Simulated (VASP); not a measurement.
A run of VASP 6.6.1 is set up as follows.

Contents of POSCAR:

```
Ru
1.0
    2.7058000000      0.0000000000      0.0000000000
   -1.3529000000      2.3432915400      0.0000000000
    0.0000000000      0.0000000000      4.2819000000
Ru
2
Direct
    0.3333333300      0.6666666700      0.2500000000
    0.6666666700      0.3333333300      0.7500000000
```

INCAR.step1

```
PREC = Accurate
ENCUT = 550
ISMEAR = -1
SIGMA = 0.1
LREAL = F
LASPH = T
NELM = 120
NBANDS = 21
GGA = PE
ALGO = Normal
EDIFF = 1E-5
LWAVE = T
LCHARG = F
GGA_COMPAT = F
```

Contents of INCAR.step2:

```
PREC = Accurate
ENCUT = 550
EDIFF = 1E-6
ISMEAR = -1
SIGMA = 0.1
LREAL = F
LASPH = T
NELM = 120
ALGO = Normal
ISIF = 2
LWAVE = F
LCHARG = T
METAGGA = R2SCAN
LMIXTAU = T
LELF = T
LVHAR = T
NBANDS = 21
ISTART = 1
GGA_COMPAT = F
```

Contents of KPOINTS:

```
regular mesh
0
Gamma
  14 14 8
```

Potentials or basis: VASP PAW PBE potentials, release 64 (Ru_pv).

Command:

```console
$ cat potpaw_PBE.64/Ru_pv/POTCAR > POTCAR
$ cp INCAR.step1 INCAR
$ mpirun -np 1 vasp_std > vasp.out
$ cp INCAR.step2 INCAR
$ mpirun -np 1 vasp_std > vasp.out
```

**Question.** Estimate the pressure.

**Answer.** -0.3 GPa.

**Question.** Predict the band gap on the k mesh.

**Answer.** Zero (bands 14 and 15 overlap by 3.27 eV).

Stress tensor (GPa, compression positive):
```
 0.28  0.00  0.00
 0.00  0.28  0.00
 0.00  0.00 -1.60
```

Caveat: an empty level that is flat over the whole mesh can mark a ghost state of the potentials, or a narrow d or f band; the PAW data sets were made with another functional, which shifts forces and pressure a little.
